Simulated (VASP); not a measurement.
# SiO2 (P4_2/mnm) in VASP: further runs

SiO2 is run at these levels: LDA; tasks: single point.

All numbers are computed with VASP 6.6.1; they aren't measurements. Logs are shortened: lines on timing, memory, paths and dates and some standing lists are left out, and cuts for length are marked.

### Step 1. The cell of the first run

Symmetry: P4_2/mnm, No. 136, tetragonal system. The conventional cell has a = 4.041 Å, b = 4.041 Å, c = 2.994 Å, α = 90.00°, β = 90.00°, γ = 90.00°. Si (site symmetry mmm) has 6 O at 1.75 to 1.86 Å within 2.3 Å. Within 2.3 Å of O (site symmetry m2m) lie 3 Si at 1.75 to 1.86 Å and 1 O at 2.22 Å.

### Step 2. Single point, LDA (volume 8.148 Å^3 an atom, c/a of the conventional cell 0.7409)

Contents of INCAR:

```
SYSTEM = SiO2
  PREC = Accurate
  ENCUT = 520
  EDIFF = 1E-6
  ISMEAR = 0
  SIGMA = 0.05
  LREAL = .FALSE.
  LASPH = .TRUE.
  NELM = 80
  ALGO = Normal
  ISIF = 2
  LWAVE = .FALSE.
  LCHARG = .TRUE.
  GGA = CA
  LELF = .TRUE.
  LVHAR = .TRUE.
  NBANDS = 25
```

Contents of KPOINTS:

```
Automatic mesh
0
G
  6 6 10
  0 0 0
```

Contents of POSCAR:

```
SiO2
1.0
    4.0409259492      0.0000000000      0.0000000000
    0.0000000000      4.0409259492      0.0000000000
    0.0000000000      0.0000000000      2.9939220357
Si O
2 4
Direct
    0.5000000000      0.5000000000      0.5000000000
    0.0000000000      0.0000000000      0.0000000000
    0.6944252994      0.6944252994      0.0000000000
    0.1944252994      0.8055747006      0.5000000000
    0.3055747006      0.3055747006      0.0000000000
    0.8055747006      0.1944252994      0.5000000000
```

Potentials or basis: VASP PAW LDA potentials, release 64 (Si, O).

The run is started by

```bash
cat potpaw_LDA.64/Si/POTCAR potpaw_LDA.64/O/POTCAR > POTCAR
mpirun -np 1 vasp_std > vasp.out
```

OUTCAR:

```text
SYSTEM = SiO2
   PREC = Accurate
   ENCUT = 520
   EDIFF = 1E-6
   ISMEAR = 0
   LREAL = .FALSE.
   LASPH = .TRUE.
   NELM = 80
   ISIF = 2
   GGA = CA

 ion  position               nearest neighbor table
   1  0.500  0.500  0.500-   4 1.75   6 1.75   5 1.86   3 1.86   3 1.86   5 1.86
   2  0.000  0.000  0.000-   3 1.75   5 1.75   4 1.86   6 1.86   4 1.86   6 1.86
   3  0.694  0.694  0.000-   2 1.75   1 1.86   1 1.86
   4  0.194  0.806  0.500-   1 1.75   2 1.86   2 1.86
   5  0.306  0.306  0.000-   2 1.75   1 1.86   1 1.86
   6  0.806  0.194  0.500-   1 1.75   2 1.86   2 1.86

  LATTYP: Found a simple tetragonal cell.
 ALAT       =     4.0409259492
 C/A-ratio  =     0.7409000000

  Lattice vectors:

 A1 = (   4.0409259492,   0.0000000000,   0.0000000000)
 A2 = (   0.0000000000,   4.0409259492,   0.0000000000)
 A3 = (   0.0000000000,   0.0000000000,   2.9939220357)

Analysis of symmetry for initial positions (statically):
=====================================================================
 Subroutine PRICEL returns:
 Original cell was already a primitive cell.

 Routine SETGRP: Setting up the symmetry group for a
 simple tetragonal supercell.

 Subroutine GETGRP returns: Found 16 space group operations
 (whereof  8 operations were pure point group operations)
 out of a pool of 16 trial point group operations.

The static configuration has the point symmetry D_2h.
 The point group associated with its full space group is D_4h.

Analysis of symmetry for dynamics (positions and initial velocities):
=====================================================================
 Subroutine PRICEL returns:
 Original cell was already a primitive cell.

 Routine SETGRP: Setting up the symmetry group for a
 simple tetragonal supercell.

 Subroutine GETGRP returns: Found 16 space group operations
 (whereof  8 operations were pure point group operations)
 out of a pool of 16 trial point group operations.

The dynamic configuration has the point symmetry D_2h.
 The point group associated with its full space group is D_4h.

 Subroutine INISYM returns: Found 16 space group operations
 (whereof  8 operations are pure point group operations),
 and found     1 'primitive' translations

----------------------------------------------------------------------------------------

                                     Primitive cell

  volume of cell :      48.8880

  direct lattice vectors                    reciprocal lattice vectors
     4.040925949  0.000000000  0.000000000     0.247468034  0.000000000  0.000000000
     0.000000000  4.040925949  0.000000000     0.000000000  0.247468034  0.000000000
     0.000000000  0.000000000  2.993922036     0.000000000  0.000000000  0.334010034

  length of vectors
     4.040925949  4.040925949  2.993922036     0.247468034  0.247468034  0.334010034

  position of ions in fractional coordinates (direct lattice)
     0.500000000  0.500000000  0.500000000
     0.000000000  0.000000000  0.000000000
     0.694425299  0.694425299  0.000000000
     0.194425299  0.805574701  0.500000000
     0.305574701  0.305574701  0.000000000
     0.805574701  0.194425299  0.500000000

  ion indices of the primitive-cell ions
   primitive index   ion index
                 1           1
                 2           2
                 3           3
                 4           4
                 5           5
                 6           6

----------------------------------------------------------------------------------------

 KPOINTS: Automatic mesh

Automatic generation of k-mesh.
 Grid dimensions read from file:
 generate k-points for:    6    6   10

 Generating k-lattice:

  Cartesian coordinates                     Fractional coordinates (reciprocal lattice)
     0.041244672  0.000000000  0.000000000     0.166666667  0.000000000  0.000000000
     0.000000000  0.041244672  0.000000000     0.000000000  0.166666667  0.000000000
     0.000000000  0.000000000  0.033401003     0.000000000  0.000000000  0.100000000

  Length of vectors
     0.041244672  0.041244672  0.033401003

  Shift w.r.t. Gamma in fractional coordinates (k-lattice)
     0.000000000  0.000000000  0.000000000

 Subroutine IBZKPT returns following result:
 ===========================================

 Found     60 irreducible k-points:

 Following reciprocal coordinates:
            Coordinates               Weight
  0.000000  0.000000  0.000000      1.000000
  0.166667  0.000000  0.000000      4.000000
  0.333333  0.000000  0.000000      4.000000
  0.500000  0.000000  0.000000      2.000000
  0.166667  0.166667  0.000000      4.000000
  0.333333  0.166667  0.000000      8.000000
[... 16 lines left out ...]
  0.333333  0.000000  0.200000      8.000000
  0.500000  0.000000  0.200000      4.000000
 [... further k-points ...]
   k-points           NKPTS =     60   k-points in BZ     NKDIM =     60   number of bands    NBANDS=     25
   number of dos      NEDOS =    301   number of ions     NIONS =      6
   total plane-waves  NPLWV =  21600
   dimension x,y,z NGX =    30 NGY =   30 NGZ =   24
   dimension x,y,z NGXF=    60 NGYF=   60 NGZF=   48
   ions per type =               2   4
   NGX,Y,Z   is equivalent  to a cutoff of  12.34, 12.34, 13.33 a.u.
   NGXF,Y,Z  is equivalent  to a cutoff of  24.68, 24.68, 26.65 a.u.
 SYSTEM =  SiO2
   PREC   = accura    normal or accurate (medium, high low for compatibility)
   ISTART =      0    job   : 0-new  1-cont  2-samecut
   ICHARG =      2    charge: 1-file 2-atom 10-const
   ISPIN  =      1    spin polarized calculation?
   LNONCOLLINEAR =      F non collinear calculations
   LSORBIT =      F    spin-orbit coupling
   LASPH  =      T    aspherical Exc in radial PAW
   ENCUT  =  520.0 eV  38.22 Ry    6.18 a.u.   7.51  7.51  5.57*2*pi/ulx,y,z
   NELM   =     80;   NELMIN=  2; NELMDL= -5     # of ELM steps
   EDIFF  = 0.1E-05   stopping-criterion for ELM
   LREAL  =      F    real-space projection
   EDIFFG = 0.1E-04   stopping-criterion for IOM
   NSW    =      0    number of steps for IOM
   IBRION =     -1    ionic relax: 0-MD 1-quasi-New 2-CG
   NFREE  =      0    steps in history (QN), initial steepest desc. (CG)
   ISIF   =      2    stress and relaxation
   ISYM   =      2    0-nonsym 1-usesym 2-fastsym
   POTIM  = 0.5000    time-step for ionic-motion
   TEBEG  =    0.0;   TEEND  =   0.0 temperature during run
   PSTRESS=    0.0 pullay stress
   NELECT =      32.0000    total number of electrons
   NUPDOWN=      -1.0000    fix difference up-down
   EMIN   =  10.00;   EMAX   =-10.00  energy-range for DOS
   EFERMI =   0.00;   METHOD = LEGACY
   ISMEAR =     0;   SIGMA  =   0.05  broadening in eV -4-tet -1-fermi 0-gaus
   EFERMI_NEDOS =   21; number of points for ismear=-14 and -15
   IALGO  =     38    algorithm
   IMIX   =      4    mixing-type and parameters
     AMIX     =   0.40;   BMIX     =  1.00
     AMIX_MAG =   1.60;   BMIX_MAG =  1.00
  volume/ion in A,a.u.               =       8.15        54.99
  Fermi-wavevector in a.u.,A,eV,Ry     =   1.421425  2.686104 27.489893  2.020450
  Thomas-Fermi vector in A             =   2.542236
   LORBIT       =      0    0 simple, 1 ext, 2 COOP (PROOUT), +10 PAW based schemes
   GGA     = CA    functional components
   LHFCALC =     F    Hartree Fock is set to
   AEXX    =    0.0000 exact exchange contribution
   IVDW    =     0    specifies the selected vdW correction
   LEPSILON=     F    determine dielectric tensor
   LRPA    =     F    only Hartree local field effects (RPA)
 non-spin polarized calculation
 Gauss-broadening in eV      SIGMA  =   0.05
  energy-cutoff  :      520.00
  volume of cell :       48.89
 maximum number of plane-waves:      1339
   NGX = 15   NGY = 15   NGZ = 11

 number of electron      32.0000021 magnetization

 Free energy of the ion-electron system (eV)
  ---------------------------------------------------
  ext. energy  EPLUGINS =         0.00000000
  ---------------------------------------------------
  free energy    TOTEN  =       -50.93388257 eV

  energy without entropy =      -50.93388257  energy(sigma->0) =      -50.93388257

 E-fermi :   7.6001     XC(G=0): -12.5323

 val. band max:        7.3949462643   @ k =   0.0000   0.0000   0.0000
 cond. band min:      11.5858320674   @ k =   0.0000   0.0000   0.0000
 fundamental gap:      4.1908858031
 Fermi energy:         7.6001163865

 k-point     1 :       0.0000    0.0000    0.0000
  band No.  band energies     occupation
      1     -14.2042      2.00000
      2     -10.4411      2.00000
      3     -10.4411      2.00000
      4     -10.0159      2.00000
      5      -3.0614      2.00000
      6       0.9368      2.00000
[... 17 lines left out ...]
     24      22.4661      0.00000
     25      22.8636      0.00000

 k-point     2 :       0.1667    0.0000    0.0000
  band No.  band energies     occupation
      1     -14.0459      2.00000
      2     -11.0312      2.00000
      3     -10.3698      2.00000
      4      -9.7836      2.00000
      5      -2.7655      2.00000
      6       1.0794      2.00000
[... 17 lines left out ...]
     24      21.7943      0.00000
     25      21.8547      0.00000

 k-point     3 :       0.3333    0.0000    0.0000
  band No.  band energies     occupation
      1     -13.5834      2.00000
      2     -11.9565      2.00000
      3     -10.1782      2.00000
      4      -9.7540      2.00000
      5      -2.0250      2.00000
      6       0.0567      2.00000
[... 17 lines left out ...]
     24      20.4876      0.00000
     25      21.3466      0.00000

 k-point     4 :       0.5000    0.0000    0.0000
  band No.  band energies     occupation
      1     -12.8587      2.00000
      2     -12.8587      2.00000
      3      -9.9344      2.00000
      4      -9.9344      2.00000
      5      -1.0546      2.00000
      6      -1.0546      2.00000
[... 17 lines left out ...]
     24      19.7275      0.00000
     25      22.1157      0.00000
[... 477 lines left out ...]
 k-point    22 :       0.1667    0.0000    0.2000
  band No.  band energies     occupation
      1     -13.6412      2.00000
      2     -10.8939      2.00000
      3     -10.2550      2.00000
      4      -9.9874      2.00000
      5      -2.6732      2.00000
      6       0.4680      2.00000
[... 17 lines left out ...]
     24      21.2855      0.00000
     25      21.3566      0.00000

 k-point    23 :       0.3333    0.0000    0.2000
  band No.  band energies     occupation
      1     -13.2037      2.00000
      2     -11.7040      2.00000
      3     -10.1343      2.00000
      4      -9.9218      2.00000
      5      -1.8471      2.00000
      6       0.1761      2.00000
[... 17 lines left out ...]
     24      19.9880      0.00000
     25      21.4933      0.00000

 k-point    24 :       0.5000    0.0000    0.2000
  band No.  band energies     occupation
      1     -12.5265      2.00000
      2     -12.5265      2.00000
      3      -9.9976      2.00000
      4      -9.9976      2.00000
      5      -0.7997      2.00000
      6      -0.7997      2.00000
[... 17 lines left out ...]
     24      19.5464      0.00000
     25      21.1617      0.00000

 [... further k-points ...]
[... 5 lines left out ...]
  --------------------------------------------------------------------------------------
  -------------------------------------------------------------------------------------
  Total       -0.3139200     -0.3139200    -16.5329179      0.0000000      0.0000000      0.0000000
  in kB      -10.2879133    -10.2879133   -541.8234793      0.0000000      0.0000000      0.0000000
  external PRESSURE =    -187.4664353 kB  Pullay stress =       0.0000000 kB

 VOLUME and BASIS-vectors are now :
 -----------------------------------------------------------------------------
  energy-cutoff  :      520.00
  volume of cell :       48.89
      direct lattice vectors                 reciprocal lattice vectors
     4.040925949  0.000000000  0.000000000     0.247468034  0.000000000  0.000000000
     0.000000000  4.040925949  0.000000000     0.000000000  0.247468034  0.000000000
     0.000000000  0.000000000  2.993922036     0.000000000  0.000000000  0.334010034

 POSITION                                       TOTAL-FORCE (eV/Angst)
 -----------------------------------------------------------------------------------
      2.02046      2.02046      1.49696        -0.000000     -0.000000      0.000000
      0.00000      0.00000      0.00000        -0.000000     -0.000000      0.000000
      2.80612      2.80612      0.00000         0.430675      0.430675      0.000000
      0.78566      3.25527      1.49696         0.430675     -0.430675      0.000000
      1.23480      1.23480      0.00000        -0.430675     -0.430675     -0.000000
      3.25527      0.78566      1.49696        -0.430675      0.430675      0.000000
 -----------------------------------------------------------------------------------
    total drift:                               -0.000000      0.000000      0.000000

  FREE ENERGIE OF THE ION-ELECTRON SYSTEM (eV)
  ---------------------------------------------------
  free  energy   TOTEN  =       -50.9338825653 eV

  energy  without entropy=      -50.9338825653  energy(sigma->0) =      -50.93388257
```

Run time: 36 s. Hardware: 1 thread of AMD EPYC 7R13 (Zen 3), shared host; peak memory 0.14 GiB.

What came out:

- Free energy: -50.9339 eV
- Pressure: -18.7 GPa
- Largest force: 0.609 eV/Å
- Band gap on the k mesh: 4.19 eV, direct

Forces on the atoms (eV/Å):
```
Si   0.000  0.000  0.000
Si   0.000  0.000  0.000
O    0.431  0.431  0.000
O    0.431 -0.431  0.000
O   -0.431 -0.431  0.000
O   -0.431  0.431  0.000
```

### Step 3. Single point, LDA (volume 8.393 Å^3 an atom, c/a of the conventional cell 0.5742)

Contents of INCAR:

```
SYSTEM = SiO2
ALGO = Normal
EDIFF = 1E-6
ENCUT = 520
GGA = CA
ISIF = 2
ISMEAR = 0
LASPH = .TRUE.
LCHARG = .FALSE.
LREAL = .FALSE.
LWAVE = .FALSE.
NBANDS = 25
NELM = 80
PREC = Accurate
SIGMA = 0.05
```

Contents of KPOINTS:

```
k-points
0
G
  6 6 10
  0 0 0
```

POSCAR: that of step 2 with these lines changed.

```diff
@@ -2,5 +2,5 @@
 1.0
-    4.0409259492      0.0000000000      0.0000000000
-    0.0000000000      4.0409259492      0.0000000000
-    0.0000000000      0.0000000000      2.9939220357
+    4.4429193362      0.0000000000      0.0000000000
+    0.0000000000      4.4429193362      0.0000000000
+    0.0000000000      0.0000000000      2.5511242829
 Si O
```

Potentials or basis: VASP PAW LDA potentials, release 64 (Si, O).

The run is started by

```bash
cat potpaw_LDA.64/Si/POTCAR potpaw_LDA.64/O/POTCAR > POTCAR
mpirun -np 1 vasp_std > vasp.out
```

Wall time 42 s (1 thread of AMD EPYC 7R13 (Zen 3), shared host); peak memory 0.15 GiB.

It converged, with:

```
Free energy            : -51.1896 eV
Pressure               : -18.3 GPa
Largest force          : 1.478 eV/Å
Band gap on the k mesh : 4.44 eV, direct
```

Forces on the atoms (eV/Å):
```
Si   0.000  0.000  0.000
Si   0.000  0.000  0.000
O   -1.045 -1.045  0.000
O   -1.045  1.045  0.000
O    1.045  1.045  0.000
O    1.045 -1.045  0.000
```

Stress tensor (GPa, compression positive):
```
-33.26   0.00   0.00
  0.00 -33.26   0.00
  0.00   0.00  11.54
```

Levels at points of the mesh, in eV from the valence-band top:
| k point | band 12 | band 13 | band 14 | band 15 | band 16 | band 17 | band 18 | band 19 | band 20 | band 21 |
| --- | --- | --- | --- | --- | --- | --- | --- | --- | --- | --- |
| (0.00, 0.00, 0.00) | -2.23 | -1.79 | -0.92 | -0.92 | 0.00 | 4.44 | 7.94 | 8.85 | 8.85 | 10.42 |
| (0.50, 0.00, 0.00) | -3.15 | -1.92 | -1.92 | -1.10 | -1.10 | 7.02 | 7.02 | 9.71 | 9.71 | 9.95 |
| (0.50, 0.50, 0.00) | -2.30 | -2.30 | -2.30 | -2.29 | -2.29 | 7.14 | 7.14 | 10.27 | 10.27 | 10.99 |
| (0.00, 0.00, 0.50) | -4.46 | -2.39 | -2.39 | -2.34 | -2.34 | 7.71 | 7.71 | 10.86 | 10.86 | 11.25 |
| (0.50, 0.00, 0.50) | -3.67 | -2.18 | -2.18 | -1.49 | -1.49 | 7.56 | 7.56 | 8.09 | 8.09 | 11.67 |
| (0.50, 0.50, 0.50) | -4.38 | -1.73 | -1.73 | -1.32 | -1.32 | 5.83 | 5.83 | 9.86 | 9.86 | 10.71 |

Caveat: forces of over 1 eV/Å act on the atoms, so gaps and moduli don't describe the material at rest. A k mesh can miss the band edges.
